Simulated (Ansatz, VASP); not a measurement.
## W in VASP and in Ansatz

```
W
1.0
     0.00000    2.05030    2.03000
     2.05030    0.00000    2.03000
     2.05030    2.05030    0.00000
W
1
Direct
  0.00000 0.00000 0.00000
```

Change from the starting cell: equal xx and yy strain of +1 %, crystal datasets.

Alike in both runs: task electric field gradients; functional LDA; k mesh 14 × 14 × 14; occupations fermi-dirac, width 0.05 eV; no spin polarisation.

```csv
,VASP,Ansatz
version,VASP 6.6.1,Ansatz 0.2.0
potentials or method,"VASP PAW LDA potentials, release 64 (W_sv), cutoff 520 eV","all-electron PAW with datasets made for the crystal, scalar-relativistic"
```

|  | VASP | Ansatz | Ansatz less VASP |
| --- | --- | --- | --- |
| pressure (GPa) | -21.0 | -22.2 | -1.20 |
| traceless stress, the component that is largest in VASP (GPa) | -1.99 | -1.98 | +0.015 |
| size of Vzz on the site where it differs most (V/Å²) | 4.9 | 3.1 | -1.78 |

LDA's correlation is that of Perdew and Zunger in VASP and of Perdew and Wang (1992) in Ansatz. Ansatz ran all-electron here, and VASP with PAW potentials.

Neither program's run includes spin-orbit coupling.
